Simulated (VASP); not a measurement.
# GaP (F-43m) in VASP: single point with r2SCAN

Aim: the single point of GaP with r2SCAN.

Program: VASP 6.6.1. These are calculated values, not measurements. Logs are shortened: lines on timing, memory, paths and dates and some standing lists are left out, and cuts for length are marked.

## Step 1: The cell of the first run

The structure is cubic, space group F-43m (No. 216). The conventional cell has a = 5.451 Å, b = 5.451 Å, c = 5.451 Å, α = 90.00°, β = 90.00°, γ = 90.00°. Ga (site symmetry -43m) has 4 P at 2.36 Å within 3.1 Å. Within 3.1 Å of P (site symmetry -43m) lie 4 Ga at 2.36 Å.

## Step 2: Single point, r2SCAN

File POSCAR:

```
GaP
1.0
    0.0000000000     -2.7252500000     -2.7252500000
    0.0000000000      2.7252500000     -2.7252500000
    5.4505000000      0.0000000000      0.0000000000
Ga P
2 2
Direct
    0.5000000000      0.5000000000      0.5000000000
    0.0000000000      0.0000000000      0.0000000000
    0.0000000000      0.5000000000      0.2500000000
    0.5000000000      0.0000000000      0.7500000000
```

File INCAR.step1:

```
SYSTEM = GaP
PREC = Accurate
ENCUT = 520
ISMEAR = 0
SIGMA = 0.05
LREAL = .FALSE.
LASPH = .TRUE.
NELM = 100
NBANDS = 26
GGA = PE
ALGO = Normal
EDIFF = 1E-4
LWAVE = .TRUE.
LCHARG = .FALSE.
```

File INCAR.step2:

```
SYSTEM = GaP
PREC = Accurate
ENCUT = 520
EDIFF = 1E-6
ISMEAR = 0
SIGMA = 0.05
LREAL = .FALSE.
LASPH = .TRUE.
NELM = 100
ALGO = Normal
ISIF = 2
LWAVE = .FALSE.
LCHARG = .FALSE.
METAGGA = R2SCAN
LMIXTAU = .TRUE.
NBANDS = 26
ISTART = 1
```

File KPOINTS:

```
regular mesh
0
G
  8 8 6
  0 0 0
```

Potentials or basis: VASP PAW PBE potentials, release 64 (Ga_d, P).

Started as:

```sh
$ cat potpaw_PBE.64/Ga_d/POTCAR potpaw_PBE.64/P/POTCAR > POTCAR
$ cp INCAR.step1 INCAR
$ mpirun -np 1 vasp_std > vasp.out
$ cp INCAR.step2 INCAR
$ mpirun -np 1 vasp_std > vasp.out
```

OUTCAR:

```text
SYSTEM = GaP
   PREC = Accurate
   ENCUT = 520
   EDIFF = 1E-6
   ISMEAR = 0
   LREAL = .FALSE.
   LASPH = .TRUE.
   NELM = 100
   ISIF = 2
   METAGGA = R2SCAN
   ISTART = 1

 ion  position               nearest neighbor table
   1  0.500  0.500  0.500-   3 2.36   4 2.36   4 2.36   3 2.36
   2  0.000  0.000  0.000-   3 2.36   4 2.36   3 2.36   4 2.36
   3  0.000  0.500  0.250-   1 2.36   2 2.36   2 2.36   1 2.36
   4  0.500  0.000  0.750-   1 2.36   2 2.36   1 2.36   2 2.36

  LATTYP: Found a simple tetragonal cell.
 ALAT       =     3.8540855109
 C/A-ratio  =     1.4142135624

  Lattice vectors:

 A1 = (   0.0000000000,  -2.7252500000,  -2.7252500000)
 A2 = (   0.0000000000,   2.7252500000,  -2.7252500000)
 A3 = (   5.4505000000,   0.0000000000,   0.0000000000)

Analysis of symmetry for initial positions (statically):
=====================================================================
 Subroutine PRICEL returns following result:

  LATTYP: Found a face centered cubic cell.
 ALAT       =     5.4505000000

  Lattice vectors:

 A1 = (  -2.7252500000,   0.0000000000,   2.7252500000)
 A2 = (  -2.7252500000,  -2.7252500000,   0.0000000000)
 A3 = (  -0.0000000000,  -2.7252500000,   2.7252500000)

   2 primitive cells build up your supercell.

 Routine SETGRP: Setting up the symmetry group for a
 simple tetragonal supercell.

 Subroutine GETGRP returns: Found  8 space group operations
 (whereof  8 operations were pure point group operations)
 out of a pool of 16 trial point group operations.

The static configuration has the point symmetry D_2d.

Analysis of symmetry for dynamics (positions and initial velocities):
=====================================================================
 Subroutine PRICEL returns following result:

  LATTYP: Found a face centered cubic cell.
 ALAT       =     5.4505000000

  Lattice vectors:

 A1 = (  -2.7252500000,   0.0000000000,   2.7252500000)
 A2 = (  -2.7252500000,  -2.7252500000,   0.0000000000)
 A3 = (  -0.0000000000,  -2.7252500000,   2.7252500000)

   2 primitive cells build up your supercell.

 Routine SETGRP: Setting up the symmetry group for a
 simple tetragonal supercell.

 Subroutine GETGRP returns: Found  8 space group operations
 (whereof  8 operations were pure point group operations)
 out of a pool of 16 trial point group operations.

The dynamic configuration has the point symmetry D_2d.

 Subroutine INISYM returns: Found  8 space group operations
 (whereof  8 operations are pure point group operations),
 and found     2 'primitive' translations

----------------------------------------------------------------------------------------

                                     Primitive cell

  volume of cell :      40.4808

  direct lattice vectors                    reciprocal lattice vectors
    -2.725250000  0.000000000  2.725250000    -0.183469406  0.183469406  0.183469406
    -2.725250000 -2.725250000  0.000000000    -0.183469406 -0.183469406 -0.183469406
    -0.000000000 -2.725250000  2.725250000     0.183469406 -0.183469406  0.183469406

  length of vectors
     3.854085511  3.854085511  3.854085511     0.317778334  0.317778334  0.317778334

  position of ions in fractional coordinates (direct lattice)
     0.000000000  0.000000000  0.000000000
     0.750000000  0.750000000  0.750000000

  ion indices of the primitive-cell ions
   primitive index   ion index
                 1           1
                 2           3

----------------------------------------------------------------------------------------

 KPOINTS: regular mesh

Automatic generation of k-mesh.
 Grid dimensions read from file:
 generate k-points for:    8    8    6

 Generating k-lattice:

  Cartesian coordinates                     Fractional coordinates (reciprocal lattice)
     0.000000000 -0.022933676 -0.022933676     0.125000000  0.000000000  0.000000000
     0.000000000  0.022933676 -0.022933676     0.000000000  0.125000000  0.000000000
     0.030578234  0.000000000  0.000000000     0.000000000  0.000000000  0.166666667

  Length of vectors
     0.032433115  0.032433115  0.030578234

  Shift w.r.t. Gamma in fractional coordinates (k-lattice)
     0.000000000  0.000000000  0.000000000

 Subroutine IBZKPT returns following result:
 ===========================================

 Found     60 irreducible k-points:

 Following reciprocal coordinates:
            Coordinates               Weight
  0.000000  0.000000  0.000000      1.000000
  0.125000  0.000000  0.000000      4.000000
  0.250000  0.000000  0.000000      4.000000
  0.375000  0.000000  0.000000      4.000000
  0.500000  0.000000  0.000000      2.000000
  0.125000  0.125000  0.000000      4.000000
[... 16 lines left out ...]
  0.375000  0.125000  0.166667     16.000000
  0.500000  0.125000  0.166667      8.000000
 [... further k-points ...]
   k-points           NKPTS =     60   k-points in BZ     NKDIM =     60   number of bands    NBANDS=     26
   number of dos      NEDOS =    301   number of ions     NIONS =      4
   total plane-waves  NPLWV =  37800
   dimension x,y,z NGX =    30 NGY =   30 NGZ =   42
   dimension x,y,z NGXF=    60 NGYF=   60 NGZF=   84
   ions per type =               2   2
   NGX,Y,Z   is equivalent  to a cutoff of  12.94, 12.94, 12.81 a.u.
   NGXF,Y,Z  is equivalent  to a cutoff of  25.88, 25.88, 25.62 a.u.
 SYSTEM =  GaP
   PREC   = accura    normal or accurate (medium, high low for compatibility)
   ISTART =      1    job   : 0-new  1-cont  2-samecut
   ICHARG =      0    charge: 1-file 2-atom 10-const
   ISPIN  =      1    spin polarized calculation?
   LNONCOLLINEAR =      F non collinear calculations
   LSORBIT =      F    spin-orbit coupling
   LASPH  =      T    aspherical Exc in radial PAW
   ENCUT  =  520.0 eV  38.22 Ry    6.18 a.u.   7.17  7.17 10.13*2*pi/ulx,y,z
   NELM   =    100;   NELMIN=  2; NELMDL=  0     # of ELM steps
   EDIFF  = 0.1E-05   stopping-criterion for ELM
   LREAL  =      F    real-space projection
   EDIFFG = 0.1E-04   stopping-criterion for IOM
   NSW    =      0    number of steps for IOM
   IBRION =     -1    ionic relax: 0-MD 1-quasi-New 2-CG
   NFREE  =      0    steps in history (QN), initial steepest desc. (CG)
   ISIF   =      2    stress and relaxation
   ISYM   =      2    0-nonsym 1-usesym 2-fastsym
   POTIM  = 0.5000    time-step for ionic-motion
   TEBEG  =    0.0;   TEEND  =   0.0 temperature during run
   PSTRESS=    0.0 pullay stress
   NELECT =      36.0000    total number of electrons
   NUPDOWN=      -1.0000    fix difference up-down
   EMIN   =  10.00;   EMAX   =-10.00  energy-range for DOS
   EFERMI =   0.00;   METHOD = LEGACY
   ISMEAR =     0;   SIGMA  =   0.05  broadening in eV -4-tet -1-fermi 0-gaus
   EFERMI_NEDOS =   21; number of points for ismear=-14 and -15
   IALGO  =     38    algorithm
   IMIX   =      4    mixing-type and parameters
     AMIX     =   0.40;   BMIX     =  1.00
     AMIX_MAG =   1.60;   BMIX_MAG =  1.00
  volume/ion in A,a.u.               =      20.24       136.59
  Fermi-wavevector in a.u.,A,eV,Ry     =   1.249538  2.361284 21.243377  1.561344
  Thomas-Fermi vector in A             =   2.383574
   LORBIT       =      0    0 simple, 1 ext, 2 COOP (PROOUT), +10 PAW based schemes
   METAGGA = R2SCAN    functional components
   LHFCALC =     F    Hartree Fock is set to
   AEXX    =    0.0000 exact exchange contribution
   IVDW    =     0    specifies the selected vdW correction
   LEPSILON=     F    determine dielectric tensor
   LRPA    =     F    only Hartree local field effects (RPA)
 non-spin polarized calculation
 Gauss-broadening in eV      SIGMA  =   0.05
  energy-cutoff  :      520.00
  volume of cell :       80.96
 maximum number of plane-waves:      2212
 NGX is ok and might be reduce to    30
   NGX = 15   NGY = 15   NGZ = 21

 number of electron      35.9999991 magnetization

 Free energy of the ion-electron system (eV)
  ---------------------------------------------------
  ext. energy  EPLUGINS =         0.00000000
  ---------------------------------------------------
  free energy    TOTEN  =       -42.92873540 eV

  energy without entropy =      -42.92873540  energy(sigma->0) =      -42.92873540

 E-fermi :   4.7196     XC(G=0): -10.5494

 val. band max:        4.4609415637   @ k =   0.0000   0.0000   0.0000
 cond. band min:       6.3136823723   @ k =   0.0000   0.0000   0.1667
 fundamental gap:      1.8527408086
 Fermi energy:         4.7195625471

 k-point     1 :       0.0000    0.0000    0.0000
  band No.  band energies     occupation
      1     -10.6572      2.00000
      2     -10.5271      2.00000
      3     -10.5271      2.00000
      4     -10.5264      2.00000
      5     -10.4570      2.00000
      6     -10.4570      2.00000
[... 18 lines left out ...]
     25      13.9246      0.00000
     26      14.7349      0.00000

 k-point     2 :       0.1250    0.0000    0.0000
  band No.  band energies     occupation
      1     -10.6525      2.00000
      2     -10.5389      2.00000
      3     -10.5243      2.00000
      4     -10.5217      2.00000
      5     -10.4639      2.00000
      6     -10.4594      2.00000
[... 18 lines left out ...]
     25      13.9909      0.00000
     26      14.4752      0.00000

 k-point     3 :       0.2500    0.0000    0.0000
  band No.  band energies     occupation
      1     -10.6414      2.00000
      2     -10.5658      2.00000
      3     -10.5163      2.00000
      4     -10.5110      2.00000
      5     -10.4763      2.00000
      6     -10.4666      2.00000
[... 18 lines left out ...]
     25      13.1210      0.00000
     26      13.2547      0.00000

 k-point     4 :       0.3750    0.0000    0.0000
  band No.  band energies     occupation
      1     -10.6289      2.00000
      2     -10.5937      2.00000
      3     -10.5045      2.00000
      4     -10.5010      2.00000
      5     -10.4871      2.00000
      6     -10.4777      2.00000
[... 18 lines left out ...]
     25      11.8628      0.00000
     26      12.3364      0.00000

 k-point     5 :       0.5000    0.0000    0.0000
  band No.  band energies     occupation
      1     -10.6145      2.00000
      2     -10.6145      2.00000
      3     -10.4941      2.00000
      4     -10.4941      2.00000
      5     -10.4910      2.00000
      6     -10.4910      2.00000
[... 18 lines left out ...]
     25      11.2323      0.00000
     26      11.2323      0.00000

 k-point     6 :       0.1250    0.1250    0.0000
  band No.  band energies     occupation
      1     -10.6485      2.00000
      2     -10.5532      2.00000
      3     -10.5173      2.00000
      4     -10.5166      2.00000
      5     -10.4699      2.00000
      6     -10.4605      2.00000
[... 427 lines left out ...]
 k-point    21 :       0.1250    0.1250    0.1667
  band No.  band energies     occupation
      1     -10.6430      2.00000
      2     -10.5579      2.00000
      3     -10.5177      2.00000
      4     -10.5147      2.00000
      5     -10.4742      2.00000
      6     -10.4647      2.00000
[... 18 lines left out ...]
     25      12.1735      0.00000
     26      13.2036      0.00000

 k-point    22 :       0.2500    0.1250    0.1667
  band No.  band energies     occupation
      1     -10.6359      2.00000
      2     -10.5816      2.00000
      3     -10.5081      2.00000
      4     -10.5054      2.00000
      5     -10.4840      2.00000
      6     -10.4683      2.00000
[... 18 lines left out ...]
     25      10.8640      0.00000
     26      13.1666      0.00000

 k-point    23 :       0.3750    0.1250    0.1667
  band No.  band energies     occupation
      1     -10.6296      2.00000
      2     -10.6052      2.00000
      3     -10.4992      2.00000
      4     -10.4949      2.00000
      5     -10.4902      2.00000
      6     -10.4757      2.00000
[... 18 lines left out ...]
     25      11.4395      0.00000
     26      13.0110      0.00000

 k-point    24 :       0.5000    0.1250    0.1667
  band No.  band energies     occupation
      1     -10.6212      2.00000
      2     -10.6212      2.00000
      3     -10.4935      2.00000
      4     -10.4935      2.00000
      5     -10.4853      2.00000
      6     -10.4853      2.00000
[... 18 lines left out ...]
     25      11.8782      0.00000
     26      11.8782      0.00000

 [... further k-points ...]

------------------------ aborting loop because EDIFF is reached ----------------------------------------

  FORCE on cell =-STRESS in cart. coord.  units (eV):
  Direction    XX          YY          ZZ          XY          YZ          ZX
  --------------------------------------------------------------------------------------
  -------------------------------------------------------------------------------------
  Total        0.0027459      0.0184798      0.0184798      0.0000000      0.0000000     -0.0000000
  in kB        0.0543395      0.3657026      0.3657026      0.0000000      0.0000000     -0.0000000
  external PRESSURE =       0.2619149 kB  Pullay stress =       0.0000000 kB

 VOLUME and BASIS-vectors are now :
 -----------------------------------------------------------------------------
  energy-cutoff  :      520.00
  volume of cell :       80.96
      direct lattice vectors                 reciprocal lattice vectors
     0.000000000 -2.725250000 -2.725250000     0.000000000 -0.183469406 -0.183469406
     0.000000000  2.725250000 -2.725250000     0.000000000  0.183469406 -0.183469406
     5.450500000  0.000000000  0.000000000     0.183469406  0.000000000  0.000000000

 POSITION                                       TOTAL-FORCE (eV/Angst)
 -----------------------------------------------------------------------------------
      2.72525      0.00000     -2.72525        -0.000000     -0.000000     -0.000000
      0.00000      0.00000      0.00000         0.000000     -0.000000     -0.000000
      1.36262      1.36262     -1.36262         0.000000      0.000000      0.000000
      4.08788     -1.36262     -1.36262         0.000000      0.000000      0.000000
 -----------------------------------------------------------------------------------
    total drift:                                0.000000      0.000000     -0.000000

  FREE ENERGIE OF THE ION-ELECTRON SYSTEM (eV)
  ---------------------------------------------------
  free  energy   TOTEN  =       -42.9287354027 eV

  energy  without entropy=      -42.9287354027  energy(sigma->0) =      -42.92873540
```

It took 4.5 min on 1 thread of Intel Xeon Platinum 8375C at 2.90GHz (Ice Lake), shared host; peak memory 0.26 GiB.

What came out:

| Item | Value |
| --- | --- |
| Free energy | -42.9287 eV |
| Pressure | 0.0 GPa |
| Band gap on the k mesh | 1.85 eV |

Levels at points of the mesh, in eV from the valence-band top:
```tsv
k point	band 16	band 17	band 18	band 19	band 20	band 21
(0.00, 0.00, 0.00)	0.00	0.00	0.00	1.91	2.10	2.34
(0.50, 0.00, 0.00)	-3.50	-1.25	-1.25	3.53	3.53	6.15
(0.50, 0.50, 0.00)	-2.80	-2.80	-2.80	1.91	1.91	2.10
(0.00, 0.00, 0.50)	-1.75	-1.75	-1.75	2.46	2.46	4.12
(0.50, 0.00, 0.50)	-1.17	-1.17	-1.17	2.04	2.04	5.06
(0.50, 0.50, 0.50)	-3.70	-3.54	-3.54	5.04	5.04	5.31
```

Caveat: the PAW data sets were made with another functional, which shifts forces and pressure a little. A k mesh can miss the band edges.
